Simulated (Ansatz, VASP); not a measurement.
## One calculation of KMgF3, two programs

```xyz
5
Lattice="3.9859 0.0000 0.0000 0.0000 3.9859 0.0000 0.0000 0.0000 3.9859" Properties=species:S:1:pos:R:3 pbc="T T T"
K     1.9929    1.9929    1.9929
Mg    0.0000    0.0000    0.0250
F     1.9929    0.0000    0.0000
F     0.0000    1.9929    0.0000
F     0.0000    0.0000    1.9929
```

Change from the starting cell: all Mg atoms moved +0.025 Å, as atom 2 along Cartesian [0 0 1].

Alike in both runs: task single point; functional PBE; k mesh 6 × 6 × 6; occupations gaussian, width 0.05 eV; no spin polarisation.

|  | VASP | Ansatz |
| --- | --- | --- |
| version | VASP 6.6.1 | Ansatz 0.2.0 |
| potentials or method | VASP PAW PBE potentials, release 64 (K_sv, Mg, F), cutoff 520 eV | scalar-relativistic, plane waves, PAW |
| valence electrons in the cell | 32 | 40 |

```tsv
	VASP	Ansatz	Ansatz less VASP
gap on the k mesh at the Fermi level (eV)	7.30	7.33	+0.030
least direct gap on the mesh (eV)	7.63	7.66	+0.028
pressure (GPa)	3.4	3.8	+0.42
traceless stress, the component that is largest in VASP (GPa)	0.06	0.06	0.000
rms of the force components (eV/Å)	0.077	0.075	-0.0012
```

Atom by atom the forces differ by 0.001 eV/Å (rms over components). VASP's potentials hold 32 valence electrons a cell and Ansatz's 40, so a difference there can come from the potentials and not from the codes.
